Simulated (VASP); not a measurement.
Input of a VASP 6.6.1 run:

The input INCAR:

```
PREC     = Accurate       # precision mode
ENCUT    = 520            # plane-wave cutoff, eV
EDIFF    = 1E-6           # SCF threshold, eV
ISMEAR   = 0              # smearing method
SIGMA    = 0.1            # smearing width, eV
LREAL    = F              # projectors in reciprocal space
LASPH    = T              # aspherical terms in the spheres
NELM     = 100            # most SCF steps
ALGO     = Normal         # electronic algorithm
ISIF     = 2              # what is computed and relaxed
LWAVE    = F              # write WAVECAR
LCHARG   = F              # write CHGCAR
GGA      = PE             # functional
NBANDS   = 24             # bands
```

Contents of KPOINTS:

```
Automatic mesh
0
Gamma
  6 6 4
```

The input POSCAR:

```
BiO3
1.0
    3.0434911200      0.0000000000      0.0000000000
    0.0000000000      3.0434911200      0.0000000000
    0.0000000000      0.0000000000      6.1679617400
Bi O
1 3
Direct
    0.5000000000      0.5000000000      0.5000000000
    0.0000000000      0.0000000000      0.7474227500
    0.0000000000      0.0000000000      0.2525772500
    0.5000000000      0.5000000000      0.0000000000
```

Potentials or basis: VASP PAW PBE potentials, release 64 (Bi_d, O).

The run is started by

```bash
$ cat potpaw_PBE.64/Bi_d/POTCAR potpaw_PBE.64/O/POTCAR > POTCAR
$ mpirun -np 1 vasp_std > vasp.out
```

**Question.** Predict the largest force.

**Answer.** 1.908 eV/Å.

**Question.** What does it give for the pressure?

**Answer.** -8.4 GPa.

Forces in eV/Å, atoms in the order of the input:
```
Bi   0.000  0.000  0.000
O    0.000  0.000 -1.908
O    0.000  0.000  1.908
O    0.000  0.000  0.000
```

Caveat: an odd number of electrons without spin polarisation forces a metal; a magnetic or distorted state may lie lower.
